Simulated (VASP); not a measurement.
**Ge: single point with PBEsol**

Ge:

```
Ge
1.0
     1.39665   -2.49706    0.00000
     1.39494    2.49614    0.00000
     0.00000    0.00000    2.63890
Ge
1
Cartesian
  1.3958 -0.0005 0.0000
```

This cell differs from its parent crystal: strained.

```yaml
Program: VASP 6.6.1
Task: single point
Functional: PBEsol
Potentials_or_basis: VASP PAW PBE potentials, release 64 (Ge_d)
Cutoff: 520 eV
k_mesh: 16 × 16 × 14
Occupations: gaussian, width 0.1 eV
Spin: no spin polarisation
```

| Item | Value |
| --- | --- |
| Pressure | 0.3 GPa |
| Band gap on the k mesh | zero (band 7 reaches 13.91 eV, above the bottom of band 8 at 3.75 eV) |

Stress tensor (GPa, compression positive):
```
 0.18 -0.01  0.00
-0.01  0.35  0.00
 0.00  0.00  0.35
```

Levels at points of the mesh, in eV from the Fermi level:
| k point | band 3 | band 4 | band 5 | band 6 | band 7 | band 8 | band 9 | band 10 | band 11 | band 12 |
| --- | --- | --- | --- | --- | --- | --- | --- | --- | --- | --- |
| (0.00, 0.00, 0.00) | -24.58 | -24.44 | -24.43 | -13.39 | 7.06 | 8.11 | 8.76 | 10.52 | 13.71 | 14.79 |
| (0.50, 0.00, 0.00) | -24.49 | -24.45 | -24.45 | -8.11 | -5.72 | 3.91 | 7.94 | 11.15 | 16.84 | 17.21 |
| (0.00, 0.50, 0.00) | -24.49 | -24.45 | -24.45 | -8.10 | -5.72 | 3.89 | 7.92 | 11.15 | 16.85 | 17.22 |
| (0.50, 0.50, 0.00) | -24.49 | -24.46 | -24.44 | -8.51 | -5.83 | 4.74 | 8.72 | 10.83 | 16.70 | 16.84 |
| (0.00, 0.00, 0.50) | -24.52 | -24.51 | -24.47 | -9.28 | -6.10 | 11.23 | 11.89 | 16.81 | 17.36 | 18.40 |
| (0.50, 0.00, 0.50) | -24.54 | -24.45 | -24.35 | -3.57 | -2.42 | -1.87 | 3.43 | 7.05 | 12.47 | 13.77 |
| (0.00, 0.50, 0.50) | -24.54 | -24.45 | -24.35 | -3.56 | -2.42 | -1.86 | 3.43 | 7.03 | 12.45 | 13.75 |
| (0.50, 0.50, 0.50) | -24.53 | -24.45 | -24.35 | -4.03 | -2.50 | -2.17 | 3.25 | 7.89 | 13.32 | 14.49 |

Wall time 5.6 min on 1 thread of AMD EPYC 7R13, on a shared host, peak memory 0.29 GiB.

Caveat: the cell differs from its parent crystal (strained); the PAW data sets were made with another functional, which shifts forces and pressure a little.
